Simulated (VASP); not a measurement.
# Co (P6_3/mmc) in VASP: a series of runs

Co is run at these levels: SVWN5, r2SCAN, BLYP, RPBE; tasks: single point.

All numbers are computed with VASP 6.6.1; they aren't measurements. Logs are shortened: lines on timing, memory, paths and dates and some standing lists are left out, and cuts for length are marked.

### 1 The cell of the first run

Symmetry: P6_3/mmc, No. 194, hexagonal system. The conventional cell has a = 2.454 Å, b = 2.454 Å, c = 8.034 Å, α = 90.00°, β = 90.00°, γ = 120.00°. Within 3.2 Å of Co (site symmetry -6m2) lie 12 Co at 2.45 to 2.46 Å. Co (site symmetry -3m) has 12 Co at 2.45 to 2.46 Å within 3.2 Å.

### 2 Single point, SVWN5, collinear spin, ferromagnetic start

Input file INCAR:

```
SYSTEM = Co
ALGO = Normal
EDIFF = 1E-6
ENCUT = 520
GGA = VW
ISIF = 2
ISMEAR = -1
ISPIN = 2
LASPH = .True.
LCHARG = .False.
LMAXMIX = 4
LORBIT = 11
LREAL = .False.
LWAVE = .False.
MAGMOM = 2 2 2 2
NBANDS = 30
NELM = 150
PREC = Accurate
SIGMA = 0.05
```

Input file KPOINTS:

```
k-points
0
Gamma
  12 12 4
  0 0 0
```

Input file POSCAR:

```
Co
1.0
    2.4539803297      0.0000000000      0.0000000000
   -1.2269901649      2.1252093060      0.0000000000
    0.0000000000      0.0000000000      8.0339487160
Co
4
Direct
    0.6666666667      0.3333333333      0.7500000000
    0.0000000000      0.0000000000      0.5000000000
    0.3333333333      0.6666666667      0.2500000000
    0.0000000000      0.0000000000      0.0000000000
```

Potentials or basis: VASP PAW PBE potentials, release 64 (Co).

Run with:

```sh
cat potpaw_PBE.64/Co/POTCAR > POTCAR
mpirun -np 1 vasp_std > vasp.out
```

OUTCAR:

```text
SYSTEM = Co
   EDIFF = 1E-6
   ENCUT = 520
   GGA = VW
   ISIF = 2
   ISMEAR = -1
   ISPIN = 2
   LASPH = .True.
   LORBIT = 11
   LREAL = .False.
   NELM = 150
   PREC = Accurate

 ion  position               nearest neighbor table
   1  0.667  0.333  0.750-   2 2.46   4 2.46   2 2.46   4 2.46   2 2.46   4 2.46
   2  0.000  0.000  0.500-   1 2.46   3 2.46   1 2.46   3 2.46   1 2.46   3 2.46
   3  0.333  0.667  0.250-   2 2.46   4 2.46   2 2.46   4 2.46   2 2.46   4 2.46
   4  0.000  0.000  0.000-   1 2.46   3 2.46   1 2.46   3 2.46   1 2.46   3 2.46

  LATTYP: Found a hexagonal cell.
 ALAT       =     2.4539803297
 C/A-ratio  =     3.2738439745

  Lattice vectors:

 A1 = (   2.4539803297,   0.0000000000,   0.0000000000)
 A2 = (  -1.2269901649,   2.1252093060,   0.0000000000)
 A3 = (   0.0000000000,   0.0000000000,   8.0339487160)

Analysis of symmetry for initial positions (statically):
=====================================================================
 Subroutine PRICEL returns:
 Original cell was already a primitive cell.

 Routine SETGRP: Setting up the symmetry group for a
 hexagonal supercell.

 Subroutine GETGRP returns: Found 24 space group operations
 (whereof 12 operations were pure point group operations)
 out of a pool of 24 trial point group operations.

The static configuration has the point symmetry D_3d.
 The point group associated with its full space group is D_6h.

Analysis of symmetry for dynamics (positions and initial velocities):
=====================================================================
 Subroutine PRICEL returns:
 Original cell was already a primitive cell.

 Routine SETGRP: Setting up the symmetry group for a
 hexagonal supercell.

 Subroutine GETGRP returns: Found 24 space group operations
 (whereof 12 operations were pure point group operations)
 out of a pool of 24 trial point group operations.

The dynamic configuration has the point symmetry D_3d.
 The point group associated with its full space group is D_6h.

Analysis of structural, dynamic, and magnetic symmetry:
=====================================================================
 Subroutine PRICEL returns:
 Original cell was already a primitive cell.

 Routine SETGRP: Setting up the symmetry group for a
 hexagonal supercell.

 Subroutine GETGRP returns: Found 24 space group operations
 (whereof 12 operations were pure point group operations)
 out of a pool of 24 trial point group operations.

The overall configuration has the point symmetry D_3d.
 The point group associated with its full space group is D_6h.

 Subroutine INISYM returns: Found 24 space group operations
 (whereof 12 operations are pure point group operations),
 and found     1 'primitive' translations

----------------------------------------------------------------------------------------

                                     Primitive cell

  volume of cell :      41.8988

  direct lattice vectors                    reciprocal lattice vectors
     2.453980330  0.000000000  0.000000000     0.407501229  0.235270944  0.000000000
    -1.226990165  2.125209306  0.000000000     0.000000000  0.470541888  0.000000000
     0.000000000  0.000000000  8.033948716     0.000000000  0.000000000  0.124471793

  length of vectors
     2.453980330  2.453980330  8.033948716     0.470541888  0.470541888  0.124471793

  position of ions in fractional coordinates (direct lattice)
     0.666666667  0.333333333  0.750000000
     0.000000000  0.000000000  0.500000000
     0.333333333  0.666666667  0.250000000
     0.000000000  0.000000000  0.000000000

  ion indices of the primitive-cell ions
   primitive index   ion index
                 1           1
                 2           2
                 3           3
                 4           4

----------------------------------------------------------------------------------------

 KPOINTS: k-points

Automatic generation of k-mesh.
 Grid dimensions read from file:
 generate k-points for:   12   12    4

 Generating k-lattice:

  Cartesian coordinates                     Fractional coordinates (reciprocal lattice)
     0.033958436  0.019605912  0.000000000     0.083333333  0.000000000  0.000000000
     0.000000000  0.039211824  0.000000000     0.000000000  0.083333333  0.000000000
     0.000000000  0.000000000  0.031117948     0.000000000  0.000000000  0.250000000

  Length of vectors
     0.039211824  0.039211824  0.031117948

  Shift w.r.t. Gamma in fractional coordinates (k-lattice)
     0.000000000  0.000000000  0.000000000

 Subroutine IBZKPT returns following result:
 ===========================================

 Found     57 irreducible k-points:

 Following reciprocal coordinates:
            Coordinates               Weight
  0.000000  0.000000  0.000000      1.000000
  0.083333 -0.000000  0.000000      6.000000
  0.166667  0.000000  0.000000      6.000000
  0.250000 -0.000000  0.000000      6.000000
  0.333333 -0.000000  0.000000      6.000000
  0.416667 -0.000000  0.000000      6.000000
[... 16 lines left out ...]
  0.250000 -0.000000  0.250000     12.000000
  0.333333 -0.000000  0.250000     12.000000
 [... further k-points ...]
   k-points           NKPTS =     57   k-points in BZ     NKDIM =     57   number of bands    NBANDS=     30
   number of dos      NEDOS =    301   number of ions     NIONS =      4
   total plane-waves  NPLWV =  19440
   dimension x,y,z NGX =    18 NGY =   18 NGZ =   60
   dimension x,y,z NGXF=    36 NGYF=   36 NGZF=  120
   ions per type =               4
   NGX,Y,Z   is equivalent  to a cutoff of  12.19, 12.19, 12.42 a.u.
   NGXF,Y,Z  is equivalent  to a cutoff of  24.39, 24.39, 24.83 a.u.
 SYSTEM =  Co
   PREC   = accura    normal or accurate (medium, high low for compatibility)
   ISTART =      0    job   : 0-new  1-cont  2-samecut
   ICHARG =      2    charge: 1-file 2-atom 10-const
   ISPIN  =      2    spin polarized calculation?
   LNONCOLLINEAR =      F non collinear calculations
   LSORBIT =      F    spin-orbit coupling
   LASPH  =      T    aspherical Exc in radial PAW
   ENCUT  =  520.0 eV  38.22 Ry    6.18 a.u.   4.56  4.56 14.94*2*pi/ulx,y,z
   NELM   =    150;   NELMIN=  2; NELMDL= -5     # of ELM steps
   EDIFF  = 0.1E-05   stopping-criterion for ELM
   LREAL  =      F    real-space projection
   EDIFFG = 0.1E-04   stopping-criterion for IOM
   NSW    =      0    number of steps for IOM
   IBRION =     -1    ionic relax: 0-MD 1-quasi-New 2-CG
   NFREE  =      0    steps in history (QN), initial steepest desc. (CG)
   ISIF   =      2    stress and relaxation
   ISYM   =      2    0-nonsym 1-usesym 2-fastsym
   POTIM  = 0.5000    time-step for ionic-motion
   TEBEG  =    0.0;   TEEND  =   0.0 temperature during run
   PSTRESS=    0.0 pullay stress
   NELECT =      36.0000    total number of electrons
   NUPDOWN=      -1.0000    fix difference up-down
   EMIN   =  10.00;   EMAX   =-10.00  energy-range for DOS
   EFERMI =   0.00;   METHOD = LEGACY
   ISMEAR =    -1;   SIGMA  =   0.05  broadening in eV -4-tet -1-fermi 0-gaus
   EFERMI_NEDOS =   21; number of points for ismear=-14 and -15
   IALGO  =     38    algorithm
   IMIX   =      4    mixing-type and parameters
     AMIX     =   0.40;   BMIX     =  1.00
     AMIX_MAG =   1.60;   BMIX_MAG =  1.00
  volume/ion in A,a.u.               =      10.47        70.69
  Fermi-wavevector in a.u.,A,eV,Ry     =   1.556354  2.941083 32.956545  2.422238
  Thomas-Fermi vector in A             =   2.660162
   LORBIT       =     11    0 simple, 1 ext, 2 COOP (PROOUT), +10 PAW based schemes
   GGA     = VW    functional components
   LHFCALC =     F    Hartree Fock is set to
   AEXX    =    0.0000 exact exchange contribution
   IVDW    =     0    specifies the selected vdW correction
   LEPSILON=     F    determine dielectric tensor
   LRPA    =     F    only Hartree local field effects (RPA)
 spin polarized calculation
  energy-cutoff  :      520.00
  volume of cell :       41.90
 maximum number of plane-waves:      1151
   NGX =  9   NGY =  9   NGZ = 29

 number of electron      35.9999953 magnetization       5.8311006

 Free energy of the ion-electron system (eV)
  ---------------------------------------------------
  ext. energy  EPLUGINS =         0.00000000
  ---------------------------------------------------
  free energy    TOTEN  =        57.42566448 eV

  energy without entropy =       57.46614953  energy(sigma->0) =       57.44590701

 E-fermi :  10.2723     XC(G=0): -13.9464

 val. band max:       10.2514977142   @ k =   0.2500  -0.0000   0.0000
 cond. band min:      10.2727204295   @ k =   0.2500   0.1667   0.5000
 fundamental gap:      0.0212227153
 Fermi energy:        10.2722801446

 spin component 1

 k-point     1 :       0.0000    0.0000    0.0000
  band No.  band energies     occupation
      1       1.1314      1.00000
      2       3.3980      1.00000
      3       3.4130      1.00000
      4       5.1226      1.00000
      5       7.4645      1.00000
      6       7.4895      1.00000
[... 22 lines left out ...]
     29      33.0763      0.00000
     30      34.0354      0.00000

 k-point     2 :       0.0833   -0.0000    0.0000
  band No.  band energies     occupation
      1       1.3837      1.00000
      2       3.6149      1.00000
      3       3.6296      1.00000
      4       5.2872      1.00000
      5       7.3072      1.00000
      6       7.3979      1.00000
[... 22 lines left out ...]
     29      32.1540      0.00000
     30      32.2657      0.00000

 k-point     3 :       0.1667    0.0000    0.0000
  band No.  band energies     occupation
      1       2.1133      1.00000
      2       4.1999      1.00000
      3       4.2140      1.00000
      4       5.7041      1.00000
      5       7.0253      1.00000
      6       7.1904      1.00000
[... 682 lines left out ...]
     29      26.7079      0.00000
     30      29.0737      0.00000

 k-point    24 :       0.3333   -0.0000    0.2500
  band No.  band energies     occupation
      1       4.4902      1.00000
      2       4.9397      1.00000
      3       5.5395      1.00000
      4       6.0234      1.00000
      5       6.3383      1.00000
      6       6.4547      1.00000
[... 22 lines left out ...]
     29      25.3738      0.00000
     30      26.2596      0.00000

 [... further k-points ...]

 spin component 2

 k-point     1 :       0.0000    0.0000    0.0000
  band No.  band energies     occupation
      1       1.3358      1.00000
      2       3.6521      1.00000
      3       3.6595      1.00000
      4       5.8647      1.00000
      5       8.4748      1.00000
      6       8.5138      1.00000
[... 22 lines left out ...]
     29      33.1265      0.00000
     30      34.1100      0.00000

 k-point     2 :       0.0833   -0.0000    0.0000
  band No.  band energies     occupation
      1       1.5891      1.00000
      2       3.8725      1.00000
      3       3.8796      1.00000
      4       6.0426      1.00000
      5       8.3357      1.00000
      6       8.4445      1.00000
[... 22 lines left out ...]
     29      32.3346      0.00000
     30      32.4955      0.00000

 k-point     3 :       0.1667    0.0000    0.0000
  band No.  band energies     occupation
      1       2.3241      1.00000
      2       4.4806      1.00000
      3       4.4870      1.00000
      4       6.5021      1.00000
      5       8.0617      1.00000
      6       8.2385      1.00000
[... 682 lines left out ...]
     29      27.1784      0.00000
     30      29.4525      0.00000

 k-point    24 :       0.3333   -0.0000    0.2500
  band No.  band energies     occupation
      1       4.8436      1.00000
      2       5.4380      1.00000
      3       6.2685      1.00000
      4       6.9176      1.00000
      5       7.2453      1.00000
      6       7.4436      1.00000
[... 22 lines left out ...]
     29      25.8244      0.00000
     30      26.7435      0.00000

 [... further k-points ...]
[... 5 lines left out ...]
  --------------------------------------------------------------------------------------
  -------------------------------------------------------------------------------------
  Total       -3.1754875     -3.1754875     -3.9513129      0.0000000     -0.0000000      0.0000000
  in kB     -121.4280841   -121.4280841   -151.0950237      0.0000000     -0.0000000      0.0000000
  external PRESSURE =    -131.3170640 kB  Pullay stress =       0.0000000 kB

 VOLUME and BASIS-vectors are now :
 -----------------------------------------------------------------------------
  energy-cutoff  :      520.00
  volume of cell :       41.90
      direct lattice vectors                 reciprocal lattice vectors
     2.453980330  0.000000000  0.000000000     0.407501229  0.235270944  0.000000000
    -1.226990165  2.125209306  0.000000000     0.000000000  0.470541888  0.000000000
     0.000000000  0.000000000  8.033948716     0.000000000  0.000000000  0.124471793

 POSITION                                       TOTAL-FORCE (eV/Angst)
 -----------------------------------------------------------------------------------
      1.22699      0.70840      6.02546         0.000000      0.000000      0.000000
      0.00000      0.00000      4.01697         0.000000      0.000000      0.000000
     -0.00000      1.41681      2.00849        -0.000000     -0.000000     -0.000000
      0.00000      0.00000      0.00000         0.000000      0.000000      0.000000
 -----------------------------------------------------------------------------------
    total drift:                                0.000000     -0.000000      0.000000

  FREE ENERGIE OF THE ION-ELECTRON SYSTEM (eV)
  ---------------------------------------------------
  free  energy   TOTEN  =        57.4256644836 eV

  energy  without entropy=       57.4661495269  energy(sigma->0) =       57.44590701

 total charge

# of ion       s       p       d       tot
------------------------------------------
    1        0.497   0.545   7.303   8.345
    2        0.498   0.542   7.308   8.349
    3        0.497   0.545   7.303   8.345
    4        0.498   0.542   7.308   8.349
--------------------------------------------------
tot          1.990   2.175  29.222  33.388

 magnetization (x)

# of ion       s       p       d       tot
------------------------------------------
    1       -0.010  -0.029   1.500   1.461
    2       -0.010  -0.028   1.485   1.446
    3       -0.010  -0.029   1.500   1.461
    4       -0.010  -0.028   1.485   1.446
--------------------------------------------------
tot         -0.042  -0.114   5.970   5.814
```

It took 2.6 min on 1 thread of AMD EPYC 7R13, shared host; peak memory 0.18 GiB.

Results:

| Item | Value |
| --- | --- |
| Free energy | 57.4257 eV |
| Pressure | -13.1 GPa |
| Net moment | 5.83 μB per cell |
| Site moments | Co +1.46, +1.45 (each value once) μB |
| Valence electrons inside the program's atomic spheres | Co 8.35 |

Caveat: the cell stands under tension; the PAW data sets were made with another functional, which shifts forces and pressure a little.

### 3 Single point, r2SCAN, collinear spin, ferromagnetic start

This run uses another cell than the first one, of 11.33 Å³/atom.

Input file POSCAR:

```
Co
1.0
    2.5190164704      0.0000000000      0.0000000000
   -1.2595082352      2.1815322559      0.0000000000
    0.0000000000      0.0000000000      8.2468668932
Co
4
Direct
    0.6666666667      0.3333333333      0.7500000000
    0.0000000000      0.0000000000      0.5000000000
    0.3333333333      0.6666666667      0.2500000000
    0.0000000000      0.0000000000      0.0000000000
```

Input file INCAR.step1:

```
SYSTEM = Co
ALGO = Normal ; EDIFF = 1E-4
ENCUT = 520 ; GGA = PE
ISMEAR = -1 ; ISPIN = 2
LASPH = .True. ; LCHARG = .False.
LMAXMIX = 4 ; LREAL = .False.
LWAVE = .True. ; MAGMOM = 2 2 2 2
NBANDS = 30 ; NELM = 150
PREC = Accurate ; SIGMA = 0.05
```

Input file INCAR.step2:

```
SYSTEM = Co
ALGO = Normal ; EDIFF = 1E-7
ENCUT = 520 ; ISIF = 2
ISMEAR = -1 ; ISPIN = 2
ISTART = 1 ; LASPH = .True.
LCHARG = .False. ; LMAXMIX = 4
LMIXTAU = .True. ; LORBIT = 11
LREAL = .False. ; LWAVE = .False.
MAGMOM = 2 2 2 2 ; METAGGA = R2SCAN
NBANDS = 30 ; NELM = 150
PREC = Accurate ; SIGMA = 0.05
```

KPOINTS is that of step 2.

Potentials or basis: VASP PAW PBE potentials, release 64 (Co).

Run with:

```sh
cat potpaw_PBE.64/Co/POTCAR > POTCAR
cp INCAR.step1 INCAR
mpirun -np 1 vasp_std > vasp.out
cp INCAR.step2 INCAR
mpirun -np 1 vasp_std > vasp.out
```

Run time: 16 min. Hardware: 1 thread of Intel Xeon Platinum 8259CL at 2.50GHz (Skylake/Cascade Lake), shared host; peak memory 0.26 GiB.

It converged, with:

```yaml
Free_energy: -52.7920 eV
Pressure: -11.8 GPa
Net_moment: 7.10 μB per cell
Site_moments: Co +1.87, +1.83 (each value once) μB
Valence_electrons_inside_the_program's_atomic_spheres: Co 8.21, 8.22 (each value once)
```

Stress tensor (GPa, compression positive):
```
-11.97   0.00   0.00
  0.00 -11.97   0.00
  0.00   0.00 -11.45
```

Levels at points of the mesh, in eV from the Fermi level:
Spin up:
```tsv
k point	band 20	band 21	band 22	band 23	band 24	band 25
(0.00, 0.00, 0.00)	-2.11	-2.11	-1.75	-1.75	-0.51	5.49
(0.50, 0.00, 0.00)	-1.39	-0.04	1.08	1.86	2.57	6.34
(0.00, 0.00, 0.50)	-2.39	-1.90	-1.90	-1.90	-1.90	8.63
(0.50, 0.00, 0.50)	-1.45	0.70	0.70	2.31	2.31	6.77
```
Spin down:
```tsv
k point	band 11	band 12	band 13	band 14	band 15	band 16	band 17	band 18
(0.00, 0.00, 0.00)	-1.01	-1.01	-0.90	-0.90	-0.81	-0.81	0.50	0.50
(0.50, 0.00, 0.00)	-0.85	-0.08	-0.07	0.17	0.99	1.13	1.17	1.23
(0.00, 0.00, 0.50)	-1.05	-1.05	-0.92	-0.92	-0.92	-0.92	0.60	0.60
(0.50, 0.00, 0.50)	-0.69	-0.69	-0.45	-0.45	0.87	0.87	1.25	1.25
```

Caveat: the cell stands under tension; the PAW data sets were made with another functional, which shifts forces and pressure a little.

(Continued in part 2 of 2.)
